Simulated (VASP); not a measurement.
Here is a VASP 6.6.1 calculation.

File POSCAR:

```
BaO
1.0
    0.0000000000      2.8273815352      2.8273815352
    2.8273815352      0.0000000000      2.8273815352
    2.8273815352      2.8273815352      0.0000000000
Ba O
1 1
Direct
    0.0000000000      0.0000000000      0.0000000000
    0.5000000000      0.5000000000      0.5000000000
```

The input INCAR.step1:

```
PREC     = Accurate       # precision mode
ENCUT    = 660            # plane-wave cutoff, eV
ISMEAR   = 0              # smearing method
SIGMA    = 0.01           # smearing width, eV
LREAL    = False          # projectors in reciprocal space
LASPH    = True           # aspherical terms in the spheres
NELM     = 200            # most SCF steps
MAGMOM   = 0 0 0 0 0 0    # initial moments
LSORBIT  = True           # spin-orbit coupling
GGA_COMPAT= False        
NBANDS   = 28             # bands
GGA      = PE             # functional
ALGO     = Normal         # electronic algorithm
EDIFF    = 1E-5           # SCF threshold, eV
LWAVE    = True           # write WAVECAR
LCHARG   = False          # write CHGCAR
```

The input INCAR.step2:

```
PREC     = Accurate       # precision mode
ENCUT    = 660            # plane-wave cutoff, eV
EDIFF    = 1E-6           # SCF threshold, eV
ISMEAR   = 0              # smearing method
SIGMA    = 0.01           # smearing width, eV
LREAL    = False          # projectors in reciprocal space
LASPH    = True           # aspherical terms in the spheres
NELM     = 200            # most SCF steps
ALGO     = Normal         # electronic algorithm
ISIF     = 2              # what is computed and relaxed
LWAVE    = False          # write WAVECAR
LCHARG   = False          # write CHGCAR
MAGMOM   = 0 0 0 0 0 0    # initial moments
LORBIT   = 11             # projections on sites
LSORBIT  = True           # spin-orbit coupling
GGA_COMPAT= False        
LORBMOM  = True         
METAGGA  = R2SCAN         # meta-GGA
LMIXTAU  = True         
NBANDS   = 28             # bands
ISTART   = 1
```

Contents of KPOINTS:

```
Automatic mesh
0
Gamma
  8 8 8
```

Potentials or basis: VASP PAW PBE potentials, release 64 (Ba_sv, O).

Launch:

```sh
$ cat potpaw_PBE.64/Ba_sv/POTCAR potpaw_PBE.64/O/POTCAR > POTCAR
$ cp INCAR.step1 INCAR
$ mpirun -np 1 vasp_ncl > vasp.out
$ cp INCAR.step2 INCAR
$ mpirun -np 1 vasp_ncl > vasp.out
```

Q: What does it give for the pressure?

A: -2.7 GPa.

Q: Predict the net moment.

A: 0.00 μB per cell.

Moments on the atoms (μB; x, y, z):
```
Ba  0.00 0.00 0.00
O   0.00 0.00 0.00
```

Caveat: the cell differs from its parent crystal (strain +2.0%); the PAW data sets were made with another functional, which shifts forces and pressure a little.
